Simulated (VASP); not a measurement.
# SnSe2: single point with PBE+D3(BJ)

Crystal: SnSe2.

```
CELL_PARAMETERS angstrom
3.50612 0.00000 0.00000
-1.75306 3.03639 0.00000
0.00000 0.00000 5.64604
ATOMIC_POSITIONS crystal
Sn 0.00000 0.00000 0.00000
Se 0.33333 0.66667 0.25000
Se 0.66667 0.33333 0.75000
```

This cell differs from its parent crystal: strain -0.080 along x and y, -0.080 along z.

```yaml
Program: VASP 6.6.1
Task: single point
Functional: PBE
Dispersion: D3(BJ)
Potentials_or_basis: VASP PAW PBE potentials, release 64 (Sn_d, Se)
Cutoff: 520 eV
k_mesh: 9 × 9 × 6
Occupations: gaussian, width 0.05 eV
Spin: no spin polarisation
Dipole_correction: no
Further_INCAR_settings: ALGO = Normal; EDIFF = 1e-07; NBANDS = 20
```

```
Pressure                   : 36.8 GPa
Largest force              : 4.376 eV/Å
Band gap on the k mesh     : 0.90 eV (least direct gap 1.70 eV)
Dispersion energy per atom : -0.466 eV
```

Forces on the atoms (eV/Å):
```
Sn   0.000  0.000  0.000
Se   0.000  0.000  4.376
Se   0.000  0.000 -4.376
```

Stress tensor (GPa, compression positive):
```
36.94  0.00  0.00
 0.00 36.94  0.00
 0.00  0.00 36.63
```

Levels at points of the mesh, in eV from the valence-band top:
```tsv
k point	band 10	band 11	band 12	band 13	band 14	band 15	band 16	band 17
(0.00, 0.00, 0.00)	-1.03	-0.57	-0.57	0.00	2.63	3.01	5.03	5.03
(0.00, 0.00, 0.50)	-1.15	-1.15	-0.34	-0.34	3.18	3.81	4.60	4.60
```

Run time: 52 s on 1 thread of AMD EPYC 9R45 96-Core Processor (Zen 5) (shared host), peak memory 0.2 GiB.

Caveat: the cell differs from its parent crystal (strain -0.080 along x and y, -0.080 along z); the cell stands under pressure; spin-orbit coupling is left out, which moves the levels of the heavy elements; an odd mesh through Γ misses points on the zone boundary, where band edges can lie; forces of over 1 eV/Å act on the atoms, so gaps and moduli don't describe the material at rest.
